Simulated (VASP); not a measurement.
Here is a VASP 6.6.1 calculation.

INCAR

```
ALGO = Normal ; DIPOL = 0.5 0.5 0.500
EDIFF = 1E-6 ; ENCUT = 520
IDIPOL = 3 ; ISIF = 2
ISMEAR = 0 ; LASPH = True
LCHARG = False ; LDIPOL = True
LREAL = False ; LWAVE = False
NBANDS = 66 ; NELM = 60
PREC = Accurate ; SIGMA = 0.1
```

Contents of KPOINTS:

```
k-points
0
Gamma
  9 9 1
```

Contents of POSCAR:

```
Ge
1.0
    3.9749643228      0.0000000000      0.0000000000
   -1.9874821614      3.4424200827      0.0000000000
    0.0000000000      0.0000000000     25.5480205315
Ge
8
Direct
    0.0000000000      0.0000000000      0.2927109504
    0.6666666667      0.3333333333      0.3226705829
    0.6666666667      0.3333333333      0.4201677548
    0.3333333333      0.6666666667      0.4518050360
    0.3333333333      0.6666666667      0.5481949665
    0.0000000000      0.0000000000      0.5798322447
    0.0000000000      0.0000000000      0.6773294161
    0.6666666667      0.3333333333      0.7072890486
```

Potentials or basis: VASP PAW LDA potentials, release 64 (Ge_d).

Run with:

```console
$ cat potpaw_LDA.64/Ge_d/POTCAR > POTCAR
$ mpirun -np 1 vasp_std > vasp.out
```

Question: Predict the largest force.

Answer: 0.012 eV/Å.

Question: Predict the band gap on the k mesh.

Answer: Zero (bands 56 and 57 overlap by 0.26 eV).

Forces on the atoms (eV/Å):
```
Ge   0.000  0.000 -0.012
Ge   0.000  0.000 -0.001
Ge   0.000  0.000  0.000
Ge   0.000  0.000  0.004
Ge   0.000  0.000 -0.004
Ge   0.000  0.000  0.000
Ge   0.000  0.000  0.001
Ge   0.000  0.000  0.012
```
